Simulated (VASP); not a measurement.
# Si (Fm-3m) in VASP: further runs

Runs on Si. Level: PBEsol. Tasks: single point, relaxation of cell and atoms.

All numbers are computed with VASP 6.6.1; they aren't measurements. Logs are shortened: lines on timing, memory, paths and dates and some standing lists are left out, and cuts for length are marked.

### 1 The cell of the first run

It takes space group Fm-3m (No. 225, cubic). Conventional cell: a = 3.834 Å, b = 3.834 Å, c = 3.834 Å, α = 90.00°, β = 90.00°, γ = 90.00°. Within 3.6 Å of Si (site symmetry m-3m) lie 12 Si at 2.71 Å.

### 2 Single point, PBEsol

INCAR reads:

```
SYSTEM = Si
PREC     = Accurate       ! precision mode
ENCUT    = 500            ! plane-wave cutoff, eV
EDIFF    = 1E-6           ! SCF threshold, eV
ISMEAR   = -1             ! smearing method
SIGMA    = 0.05           ! smearing width, eV
LREAL    = .False.        ! projectors in reciprocal space
LASPH    = .True.         ! aspherical terms in the spheres
NELM     = 120            ! most SCF steps
ALGO     = Normal         ! electronic algorithm
ISIF     = 2              ! what is computed and relaxed
LWAVE    = .False.        ! write WAVECAR
LCHARG   = .False.        ! write CHGCAR
GGA      = PS             ! functional
NBANDS   = 8              ! bands
GGA_COMPAT= .False.
```

KPOINTS reads:

```
regular mesh
0
Gamma
  19 19 19
  0 0 0
```

POSCAR reads:

```
Si
1.0
    0.0000000000      1.9168236995      1.9168236995
    1.9168236995      0.0000000000      1.9168236995
    1.9168236995      1.9168236995      0.0000000000
Si
1
Direct
    0.0000000000      0.0000000000      0.0000000000
```

Potentials or basis: VASP PAW PBE potentials, release 64 (Si).

The run is started by

```
$ cat potpaw_PBE.64/Si/POTCAR > POTCAR
$ mpirun -np 1 vasp_std > vasp.out
```

OUTCAR:

```text
SYSTEM = Si
   PREC = Accurate
   ENCUT = 500
   EDIFF = 1E-6
   ISMEAR = -1
   LREAL = .False.
   LASPH = .True.
   NELM = 120
   ISIF = 2
   GGA = PS

 ion  position               nearest neighbor table
   1  0.000  0.000  0.000-

  LATTYP: Found a face centered cubic cell.
 ALAT       =     3.8336473990

  Lattice vectors:

 A1 = (   0.0000000000,   1.9168236995,   1.9168236995)
 A2 = (   1.9168236995,   0.0000000000,   1.9168236995)
 A3 = (   1.9168236995,   1.9168236995,   0.0000000000)

Analysis of symmetry for initial positions (statically):
=====================================================================
 Subroutine PRICEL returns:
 Original cell was already a primitive cell.

 Routine SETGRP: Setting up the symmetry group for a
 face centered cubic supercell.

 Subroutine GETGRP returns: Found 48 space group operations
 (whereof 48 operations were pure point group operations)
 out of a pool of 48 trial point group operations.

The static configuration has the point symmetry O_h .

Analysis of symmetry for dynamics (positions and initial velocities):
=====================================================================
 Subroutine PRICEL returns:
 Original cell was already a primitive cell.

 Routine SETGRP: Setting up the symmetry group for a
 face centered cubic supercell.

 Subroutine GETGRP returns: Found 48 space group operations
 (whereof 48 operations were pure point group operations)
 out of a pool of 48 trial point group operations.

The dynamic configuration has the point symmetry O_h .

 Subroutine INISYM returns: Found 48 space group operations
 (whereof 48 operations are pure point group operations),
 and found     1 'primitive' translations

----------------------------------------------------------------------------------------

                                     Primitive cell

  volume of cell :      14.0856

  direct lattice vectors                    reciprocal lattice vectors
     0.000000000  1.916823700  1.916823700    -0.260848194  0.260848194  0.260848194
     1.916823700  0.000000000  1.916823700     0.260848194 -0.260848194  0.260848194
     1.916823700  1.916823700  0.000000000     0.260848194  0.260848194 -0.260848194

  length of vectors
     2.710798073  2.710798073  2.710798073     0.451802325  0.451802325  0.451802325

  position of ions in fractional coordinates (direct lattice)
[... 76 lines left out ...]
   NELM   =    120;   NELMIN=  2; NELMDL= -5     # of ELM steps
   EDIFF  = 0.1E-05   stopping-criterion for ELM
   LREAL  =      F    real-space projection
   EDIFFG = 0.1E-04   stopping-criterion for IOM
   NSW    =      0    number of steps for IOM
   IBRION =     -1    ionic relax: 0-MD 1-quasi-New 2-CG
   NFREE  =      0    steps in history (QN), initial steepest desc. (CG)
   ISIF   =      2    stress and relaxation
   ISYM   =      2    0-nonsym 1-usesym 2-fastsym
   POTIM  = 0.5000    time-step for ionic-motion
   TEBEG  =    0.0;   TEEND  =   0.0 temperature during run
   PSTRESS=    0.0 pullay stress
   NELECT =       4.0000    total number of electrons
   NUPDOWN=      -1.0000    fix difference up-down
   EMIN   =  10.00;   EMAX   =-10.00  energy-range for DOS
   EFERMI =   0.00;   METHOD = LEGACY
   ISMEAR =    -1;   SIGMA  =   0.05  broadening in eV -4-tet -1-fermi 0-gaus
   EFERMI_NEDOS =   21; number of points for ismear=-14 and -15
   IALGO  =     38    algorithm
   IMIX   =      4    mixing-type and parameters
     AMIX     =   0.40;   BMIX     =  1.00
     AMIX_MAG =   1.60;   BMIX_MAG =  1.00
  volume/ion in A,a.u.               =      14.09        95.05
  Fermi-wavevector in a.u.,A,eV,Ry     =   1.076059  2.033456 15.754220  1.157902
  Thomas-Fermi vector in A             =   2.211933
   LORBIT       =      0    0 simple, 1 ext, 2 COOP (PROOUT), +10 PAW based schemes
   GGA     = PS    functional components
   LHFCALC =     F    Hartree Fock is set to
   AEXX    =    0.0000 exact exchange contribution
   IVDW    =     0    specifies the selected vdW correction
   LEPSILON=     F    determine dielectric tensor
   LRPA    =     F    only Hartree local field effects (RPA)
 non-spin polarized calculation
  energy-cutoff  :      500.00
  volume of cell :       14.09
 maximum number of plane-waves:       368
   NGX =  9   NGY =  9   NGZ =  9

 number of electron       4.0000000 magnetization

 Free energy of the ion-electron system (eV)
  ---------------------------------------------------
  ext. energy  EPLUGINS =         0.00000000
  ---------------------------------------------------
  free energy    TOTEN  =        -5.34622875 eV

  energy without entropy =       -5.34270335  energy(sigma->0) =       -5.34446605

 E-fermi :  10.5156     XC(G=0): -11.3543

 val. band max:       10.5103916336   @ k =  -0.3684   0.4211   0.1579
 cond. band min:      10.5260501726   @ k =  -0.4737   0.3684   0.1053
 fundamental gap:      0.0156585390
 Fermi energy:        10.5155710059

 k-point     1 :       0.0000    0.0000    0.0000
  band No.  band energies     occupation
      1      -4.2241      2.00000
      2      21.9358      0.00000
      3      21.9358      0.00000
      4      21.9358      0.00000
      5      22.5126      0.00000
      6      22.5126      0.00000
      7      22.5126      0.00000
      8      27.9028      0.00000
[... 243 lines left out ...]
 k-point    24 :      -0.2632    0.0526    0.0000
  band No.  band energies     occupation
      1      -1.8280      2.00000
      2      10.6389      0.15635
      3      17.8351      0.00000
      4      20.2897      0.00000
      5      22.8665      0.00000
      6      24.0597      0.00000
      7      24.2887      0.00000
      8      28.5376      0.00000

 [... further k-points ...]

------------------------ aborting loop because EDIFF is reached ----------------------------------------

  FORCE on cell =-STRESS in cart. coord.  units (eV):
  Direction    XX          YY          ZZ          XY          YZ          ZX
  --------------------------------------------------------------------------------------
  -------------------------------------------------------------------------------------
  Total        0.0084162      0.0084162      0.0084162      0.0000000      0.0000000     -0.0000000
  in kB        0.9573095      0.9573095      0.9573095      0.0000000      0.0000000     -0.0000000
  external PRESSURE =       0.9573095 kB  Pullay stress =       0.0000000 kB

 VOLUME and BASIS-vectors are now :
 -----------------------------------------------------------------------------
  energy-cutoff  :      500.00
  volume of cell :       14.09
      direct lattice vectors                 reciprocal lattice vectors
     0.000000000  1.916823700  1.916823700    -0.260848194  0.260848194  0.260848194
     1.916823700  0.000000000  1.916823700     0.260848194 -0.260848194  0.260848194
     1.916823700  1.916823700  0.000000000     0.260848194  0.260848194 -0.260848194

 POSITION                                       TOTAL-FORCE (eV/Angst)
 -----------------------------------------------------------------------------------
      0.00000      0.00000      0.00000        -0.000000     -0.000000      0.000000
 -----------------------------------------------------------------------------------
    total drift:                                0.000000      0.000000     -0.000000

  FREE ENERGIE OF THE ION-ELECTRON SYSTEM (eV)
  ---------------------------------------------------
  free  energy   TOTEN  =        -5.3462287480 eV

  energy  without entropy=       -5.3427033498  energy(sigma->0) =       -5.34446605
```

OSZICAR:

```text
N       E                     dE             d eps       ncg     rms          rms(c)
DAV:   1    -0.288671282958E+01   -0.28867E+01   -0.18077E+03  3728   0.373E+02
DAV:   2    -0.535822744988E+01   -0.24715E+01   -0.23892E+01  5184   0.301E+01
DAV:   3    -0.537222622778E+01   -0.13999E-01   -0.13995E-01  3952   0.235E+00
DAV:   4    -0.537223997347E+01   -0.13746E-04   -0.13745E-04  5920   0.777E-02
DAV:   5    -0.537223997600E+01   -0.25263E-08   -0.20622E-08  4040   0.592E-04    0.290E+00
DAV:   6    -0.535551526821E+01    0.16725E-01   -0.50909E-03  4176   0.304E-01    0.159E+00
DAV:   7    -0.534627419611E+01    0.92411E-02   -0.97145E-03  4208   0.420E-01    0.126E-01
DAV:   8    -0.534622862120E+01    0.45575E-04   -0.30709E-05  5424   0.424E-02    0.177E-02
DAV:   9    -0.534622874799E+01   -0.12679E-06   -0.33515E-07  4360   0.351E-03
   1 F= -.53462287E+01 E0= -.53444660E+01  d E =-.352540E-02
```

stdout:

```text
POSCAR found type information on POSCAR Si
 POSCAR found :  1 types and       1 ions
 scaLAPACK will be used
 -----------------------------------------------------------------------------
|                                                                             |
|                                                                             |
|     You enforced a specific xc type in the INCAR file but a different       |
|     I HOPE YOU KNOW WHAT YOU ARE DOING!                                     |
|                                                                             |
 -----------------------------------------------------------------------------

 LDA part: xc-table for (Slater+PW92), standard interpolation
 POSCAR, INCAR and KPOINTS ok, starting setup
 FFT: planning ... GRIDC
 FFT: planning ... GRID_SOFT
 FFT: planning ... GRID
 WAVECAR not read
 entering main loop
```

Wall time 14 s (1 thread of Intel Xeon 6975P-C, shared host); peak memory 0.13 GiB.

Results:

- Free energy: -5.3462 eV
- Pressure: 0.1 GPa
- Band gap on the k mesh: zero (band 2 reaches 21.94 eV, above the bottom of band 3 at 7.38 eV)

Caveat: the PAW data sets were made with another functional, which shifts forces and pressure a little.

### 3 Relaxation of cell and atoms, PBEsol

This run uses another cell than the first one, of 16.00 Å³/atom, 1.136 times its volume.

INCAR reads:

```
SYSTEM = Si
ALGO = Normal
EDIFF = 1E-7
EDIFFG = -0.005
ENCUT = 500
GGA = PS
GGA_COMPAT = .FALSE.
IBRION = 2
ISIF = 3
ISMEAR = -1
LASPH = .TRUE.
LCHARG = .FALSE.
LREAL = .FALSE.
LWAVE = .FALSE.
NELM = 120
NELMIN = 4
NSW = 60
PREC = Accurate
SIGMA = 0.05
```

KPOINTS reads:

```
k-points
0
G
  19 19 19
  0 0 0
```

POSCAR reads:

```
Si
1.0
    0.0000000000      2.0000000000      2.0000000000
    2.0000000000      0.0000000000      2.0000000000
    2.0000000000      2.0000000000      0.0000000000
Si
1
Direct
    0.0000000000      0.0000000000      0.0000000000
```

Potentials or basis: VASP PAW PBE potentials, release 64 (Si).

The run is started by

```
$ cat potpaw_PBE.64/Si/POTCAR > POTCAR
$ mpirun -np 1 vasp_std > vasp.out
```

Run time: 21 s. Hardware: 1 thread of Intel Xeon 6975P-C, shared host; peak memory 0.15 GiB.

It converged, with:

```yaml
Free_energy: -5.3463 eV
Relaxed_volume: 14.10 Å³/atom
Relaxed_cell: a = 2.712 Å, b = 2.712 Å, c = 2.712 Å, α = 60.00°, β = 60.00°, γ = 60.00°
Space_group_after_relaxing_to_0.05_Å: Fm-3m (No. 225)
Energy_gained_by_relaxing: 58.8 meV/atom
Ionic_steps: 3
Pressure_after_relaxing: 0.0 GPa
Band_gap_on_the_k_mesh: zero (band 2 reaches 21.91 eV, above the bottom of band 3 at 7.37 eV)
```

The path:
| step | energy change (eV) | largest force (eV/Å) | pressure (GPa) | volume (Å³) |
| --- | --- | --- | --- | --- |
| 1 | 0.0000 | 0.0000 | -8.96 | 16.00 |
| 2 | -0.0586 | 0.0000 | 0.55 | 14.02 |
| 3 | -0.0588 | 0.0000 | 0.02 | 14.10 |

Final structure:
```yaml
crystal:
  lattice:
    - [0.00000, 1.91742, 1.91742]
    - [1.91742, 0.00000, 1.91742]
    - [1.91742, 1.91742, 0.00000]
  atoms:
    - { symbol: Si, position: [0.00000, 0.00000, 0.00000] }
```

Levels at points of the mesh, in eV from the Fermi level:
```csv
k point,band 1,band 2,band 3,band 4,band 5,band 6
"(0.00, 0.00, 0.00)",-14.73,11.41,11.41,11.41,11.99,11.99
```

Caveat: the PAW data sets were made with another functional, which shifts forces and pressure a little.
